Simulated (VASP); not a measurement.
# Si5W2 in VASP: a series of runs

Runs on Si5W2. Level: PBE. Tasks: single point.

All numbers are computed with VASP 6.6.1; they aren't measurements. Logs are shortened: lines on timing, memory, paths and dates and some standing lists are left out, and cuts for length are marked.

### 1 The cell of the first run

The cell holds a slab with vacuum, 7 atoms: a = 3.229 Å, b = 3.229 Å, c = 21.937 Å, α = 90.00°, β = 90.00°, γ = 90.00°.

### 2 Single point, PBE

Contents of INCAR:

```
SYSTEM = Si5W2
PREC = Accurate
ENCUT = 520
EDIFF = 1E-6
ISMEAR = 0
SIGMA = 0.1
LREAL = .FALSE.
LASPH = .TRUE.
NELM = 100
ALGO = Normal
ISIF = 2
LWAVE = .FALSE.
LCHARG = .TRUE.
LDIPOL = .TRUE.
IDIPOL = 3
DIPOL = 0.5 0.5 0.361
GGA = PE
LELF = .TRUE.
LVHAR = .TRUE.
LVACPOTAV = .TRUE.
NBANDS = 33
```

Contents of KPOINTS:

```
regular mesh
0
G
  8 8 1
  0 0 0
```

Contents of POSCAR:

```
Si5W2
1.0
    3.2292919635      0.0000000000      0.0000000000
    0.0000000000      3.2292919635      0.0000000000
    0.0000000000      0.0000000000     21.9372962601
Si W
5 2
Direct
    0.0000000000      0.0000000000      0.1823378758
    0.0000000000      0.0000000000      0.3009901014
    0.5000000000      0.5000000000      0.3590107496
    0.5000000000      0.5000000000      0.4757786072
    0.7500000000      1.0000000000      0.5481417636
    0.5000000000      0.5000000000      0.2416639886
    0.0000000000      0.0000000000      0.4178382285
```

Potentials or basis: VASP PAW PBE potentials, release 64 (Si, W_sv).

Started as:

```
cat potpaw_PBE.64/Si/POTCAR potpaw_PBE.64/W_sv/POTCAR > POTCAR
mpirun -np 1 vasp_std > vasp.out
```

OUTCAR:

```text
SYSTEM = Si5W2
   PREC = Accurate
   ENCUT = 520
   EDIFF = 1E-6
   ISMEAR = 0
   LREAL = .FALSE.
   LASPH = .TRUE.
   NELM = 100
   ISIF = 2
   GGA = PE

 ion  position               nearest neighbor table
   1  0.000  0.000  0.182-   2 2.60   6 2.63   6 2.63   6 2.63   6 2.63
   2  0.000  0.000  0.301-   7 2.56   1 2.60   3 2.61   3 2.61   3 2.61   3 2.61   6 2.63   6 2.63
                             6 2.63   6 2.63
   3  0.500  0.500  0.359-   4 2.56   6 2.57   2 2.61   2 2.61   2 2.61   2 2.61   7 2.62   7 2.62
                             7 2.62   7 2.62
   4  0.500  0.500  0.476-   5 2.40   5 2.40   3 2.56   7 2.61   7 2.61   7 2.61   7 2.61
   5  0.750  0.000  0.548-   4 2.40   4 2.40   7 2.97
   6  0.500  0.500  0.242-   3 2.57   2 2.63   2 2.63   2 2.63   2 2.63   1 2.63   1 2.63   1 2.63
                             1 2.63
   7  0.000  0.000  0.418-   2 2.56   4 2.61   4 2.61   4 2.61   4 2.61   3 2.62   3 2.62   3 2.62
                             3 2.62   5 2.97

  LATTYP: Found a simple tetragonal cell.
 ALAT       =     3.2292919635
 C/A-ratio  =     6.7932217056

  Lattice vectors:

 A1 = (   3.2292919635,   0.0000000000,   0.0000000000)
 A2 = (   0.0000000000,   3.2292919635,   0.0000000000)
 A3 = (   0.0000000000,   0.0000000000,  21.9372962601)

Analysis of symmetry for initial positions (statically):
=====================================================================
 Subroutine PRICEL returns:
 Original cell was already a primitive cell.

 Routine SETGRP: Setting up the symmetry group for a
 simple tetragonal supercell.

 Subroutine GETGRP returns: Found  2 space group operations
 (whereof  2 operations were pure point group operations)
 out of a pool of 16 trial point group operations.

The static configuration has the point symmetry C_1h.

Analysis of symmetry for dynamics (positions and initial velocities):
=====================================================================
 Subroutine PRICEL returns:
 Original cell was already a primitive cell.

 Routine SETGRP: Setting up the symmetry group for a
 simple tetragonal supercell.

 Subroutine GETGRP returns: Found  2 space group operations
 (whereof  2 operations were pure point group operations)
 out of a pool of 16 trial point group operations.

The dynamic configuration has the point symmetry C_1h.

 Subroutine INISYM returns: Found  2 space group operations
 (whereof  2 operations are pure point group operations),
 and found     1 'primitive' translations

----------------------------------------------------------------------------------------

                                     Primitive cell

[... 105 lines left out ...]
   ISIF   =      2    stress and relaxation
   ISYM   =      2    0-nonsym 1-usesym 2-fastsym
   POTIM  = 0.5000    time-step for ionic-motion
   TEBEG  =    0.0;   TEEND  =   0.0 temperature during run
   PSTRESS=    0.0 pullay stress
   NELECT =      48.0000    total number of electrons
   NUPDOWN=      -1.0000    fix difference up-down
   EMIN   =  10.00;   EMAX   =-10.00  energy-range for DOS
   EFERMI =   0.00;   METHOD = LEGACY
   ISMEAR =     0;   SIGMA  =   0.10  broadening in eV -4-tet -1-fermi 0-gaus
   EFERMI_NEDOS =   21; number of points for ismear=-14 and -15
   IALGO  =     38    algorithm
   IMIX   =      4    mixing-type and parameters
     AMIX     =   0.40;   BMIX     =  1.00
     AMIX_MAG =   1.60;   BMIX_MAG =  1.00
  volume/ion in A,a.u.               =      32.68       220.54
  Fermi-wavevector in a.u.,A,eV,Ry     =   0.972798  1.838322 12.875682  0.946336
  Thomas-Fermi vector in A             =   2.103126
   LORBIT       =      0    0 simple, 1 ext, 2 COOP (PROOUT), +10 PAW based schemes
   GGA     = PE    functional components
   LHFCALC =     F    Hartree Fock is set to
   AEXX    =    0.0000 exact exchange contribution
   IVDW    =     0    specifies the selected vdW correction
   LEPSILON=     F    determine dielectric tensor
   LRPA    =     F    only Hartree local field effects (RPA)
 non-spin polarized calculation
 Gauss-broadening in eV      SIGMA  =   0.10
  energy-cutoff  :      520.00
  volume of cell :      228.77
 maximum number of plane-waves:      6214
   NGX = 13   NGY = 13   NGZ = 81

 dipolmoment           0.000000      0.000000     -0.002062 electrons x Angstroem

 number of electron      47.9999998 magnetization

 dipolmoment           0.000000      0.000000      0.008210 electrons x Angstroem

 Free energy of the ion-electron system (eV)
  ---------------------------------------------------
  ext. energy  EPLUGINS =         0.00000000
  ---------------------------------------------------
  free energy    TOTEN  =       -51.59520709 eV

  energy without entropy =      -51.56663904  energy(sigma->0) =      -51.58092307

 E-fermi :   2.1304     XC(G=0):  -6.1577

 val. band max:        2.1293707111   @ k =  -0.1250   0.5000   0.0000
 cond. band min:       2.1434924446   @ k =   0.1250   0.1250   0.0000
 fundamental gap:      0.0141217335
 Fermi energy:         2.1303793753

 k-point     1 :       0.0000    0.0000    0.0000
  band No.  band energies     occupation
      1     -71.5782      2.00000
      2     -71.5481      2.00000
      3     -35.8358      2.00000
      4     -35.8243      2.00000
      5     -35.8039      2.00000
      6     -35.7932      2.00000
[... 853 lines left out ...]
     32       5.7754      0.00000
     33       5.8127      0.00000

 [... further k-points ...]
[... 5 lines left out ...]
  --------------------------------------------------------------------------------------
  -------------------------------------------------------------------------------------
  Total       -2.0768665      0.2658966      0.4431277      0.0000000      0.0000000      0.2783449
  in kB      -14.5452587      1.8621973      3.1034284      0.0000000      0.0000000      1.9493784
  external PRESSURE =      -3.1932110 kB  Pullay stress =       0.0000000 kB

 VOLUME and BASIS-vectors are now :
 -----------------------------------------------------------------------------
  energy-cutoff  :      520.00
  volume of cell :      228.77
      direct lattice vectors                 reciprocal lattice vectors
     3.229291964  0.000000000  0.000000000     0.309665404  0.000000000  0.000000000
     0.000000000  3.229291964  0.000000000     0.000000000  0.309665404  0.000000000
     0.000000000  0.000000000 21.937296260     0.000000000  0.000000000  0.045584469

 POSITION                                       TOTAL-FORCE (eV/Angst)
 -----------------------------------------------------------------------------------
      0.00000      0.00000      4.00000        -0.018938      0.000000      0.333611
      0.00000      0.00000      6.60291         0.014826      0.000000     -0.531727
      1.61465      1.61465      7.87573        -0.004434      0.000000     -0.297095
      1.61465      1.61465     10.43730        -0.282411      0.000000     -0.015429
      2.42197      0.00000     12.02475         0.251870      0.000000     -0.004716
      1.61465      1.61465      5.30145         0.038427      0.000000     -0.125819
      0.00000      0.00000      9.16624         0.000660      0.000000      0.641176
 -----------------------------------------------------------------------------------
    total drift:                               -0.000109     -0.000000     -0.000127

  FREE ENERGIE OF THE ION-ELECTRON SYSTEM (eV)
  ---------------------------------------------------
  free  energy   TOTEN  =       -51.5952070878 eV

  energy  without entropy=      -51.5666390436  energy(sigma->0) =      -51.58092307

 vacuum level on the upper side and lower side of the slab         6.853         6.712
```

Run time: 3 min. Hardware: 1 thread of Intel Xeon Platinum 8488C (Sapphire Rapids), shared host; peak memory 0.38 GiB.

What came out:

```
Free energy            : -51.5952 eV
Largest force          : 0.641 eV/Å
Band gap on the k mesh : zero (band 24 reaches 2.90 eV, above the bottom of band 25 at 2.04 eV)
```

Forces on the atoms (eV/Å):
```
Si  -0.019  0.000  0.334
Si   0.015  0.000 -0.532
Si  -0.004  0.000 -0.297
Si  -0.282  0.000 -0.015
Si   0.252  0.000 -0.005
W    0.038  0.000 -0.126
W    0.001  0.000  0.641
```

Caveat: spin-orbit coupling is left out, which moves the levels of the heavy elements.

### 3 Single point, PBE

Contents of INCAR:

```
ALGO = Normal
DIPOL = 0.5 0.5 0.366
EDIFF = 1E-6
ENCUT = 520
GGA = PE
IDIPOL = 3
ISIF = 2
ISMEAR = 0
LASPH = T
LCHARG = T
LDIPOL = T
LELF = T
LREAL = F
LVACPOTAV = T
LVHAR = T
LWAVE = F
NBANDS = 33
NELM = 100
PREC = Accurate
SIGMA = 0.1
```

Contents of KPOINTS:

```
k-points
0
Gamma
  8 8 1
```

POSCAR: that of step 2 with these lines changed.

```diff
@@ -12,3 +12,3 @@
     0.5000000000      0.5000000000      0.4757786072
-    0.7500000000      1.0000000000      0.5481417636
+    0.5000000000      0.6250000000      0.5809084904
     0.5000000000      0.5000000000      0.2416639886
```

Potentials or basis: VASP PAW PBE potentials, release 64 (Si, W_sv).

Started as:

```
cat potpaw_PBE.64/Si/POTCAR potpaw_PBE.64/W_sv/POTCAR > POTCAR
mpirun -np 1 vasp_std > vasp.out
```

It took 3.2 min on 1 thread of Intel Xeon Platinum 8488C (Sapphire Rapids), shared host; peak memory 0.39 GiB.

The run converged. Its results:

```yaml
Free_energy: -51.1559 eV
Largest_force: 0.679 eV/Å
Band_gap_on_the_k_mesh: zero (band 24 reaches 2.91 eV, above the bottom of band 25 at 1.64 eV)
```

Forces in eV/Å, atoms in the order of the input:
```
Si   0.000 -0.006  0.356
Si   0.000  0.012 -0.329
Si   0.000 -0.034 -0.086
Si   0.000 -0.093  0.673
Si   0.000 -0.027  0.000
W    0.000  0.020 -0.109
W    0.000  0.127 -0.505
```

Levels at points of the mesh, in eV from the Fermi level:
```
           k point  band 20  band 21  band 22  band 23  band 24  band 25  band 26  band 27  band 28  band 29
(0.00, 0.00, 0.00)    -0.75    -0.54    -0.52     0.89     0.90     0.99     1.00     1.01     2.61     2.62
(0.50, 0.00, 0.00)    -2.39    -1.92    -1.04    -0.81    -0.19    -0.08    -0.06     2.84     2.90     3.86
(0.00, 0.50, 0.00)    -2.39    -1.92    -1.36    -0.48    -0.17    -0.08    -0.06     2.84     2.89     3.74
(0.50, 0.50, 0.00)    -2.04    -1.93    -1.91    -1.51    -0.52    -0.37     0.78     1.02     2.89     3.14
```

Caveat: spin-orbit coupling is left out, which moves the levels of the heavy elements.
